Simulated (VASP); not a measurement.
# Ti: electric field gradients with LDA

Crystal: Ti.

```xyz
1
Lattice="0.0000 2.0232 2.0232 2.0232 0.0000 2.0232 2.0232 2.0232 0.0000" Properties=species:S:1:pos:R:3 pbc="T T T"
Ti    0.0000    0.0000    0.0000
```

This cell differs from its parent crystal: volume scaled by 0.99.

- Program: VASP 6.6.1
- Task: electric field gradients
- Functional: LDA
- Potentials or basis: VASP PAW LDA potentials, release 64 (Ti_sv)
- Cutoff: 520 eV
- k mesh: 14 × 14 × 14
- Occupations: fermi-dirac, width 0.05 eV
- Spin: no spin polarisation
- Dipole correction: no
- Further INCAR settings: ALGO = Normal; EDIFF = 1e-08; NBANDS = 12

The pressure is -3.9 GPa and the band gap on the k mesh is zero (band 6 reaches 9.37 eV, above the bottom of band 7 at 8.05 eV).

Levels at points of the mesh, in eV from the Fermi level:
| k point | band 3 | band 4 | band 5 | band 6 | band 7 | band 8 | band 9 | band 10 |
| --- | --- | --- | --- | --- | --- | --- | --- | --- |
| (0.00, 0.00, 0.00) | -32.11 | -32.11 | -6.12 | 0.88 | 0.88 | 0.88 | 2.59 | 2.59 |
| (0.50, 0.00, 0.00) | -32.21 | -32.21 | -2.69 | 0.74 | 0.74 | 0.87 | 3.77 | 3.77 |
| (0.50, 0.50, 0.00) | -32.39 | -32.39 | -2.75 | -1.85 | 3.14 | 3.74 | 4.08 | 4.08 |

Wall time 14 s on 1 thread of Intel Xeon 6975P-C (shared host), peak memory 0.14 GiB.

Caveat: without QUAD_EFG the Cq values of the log hold for a quadrupole moment of 1 mb, not for the nuclei.
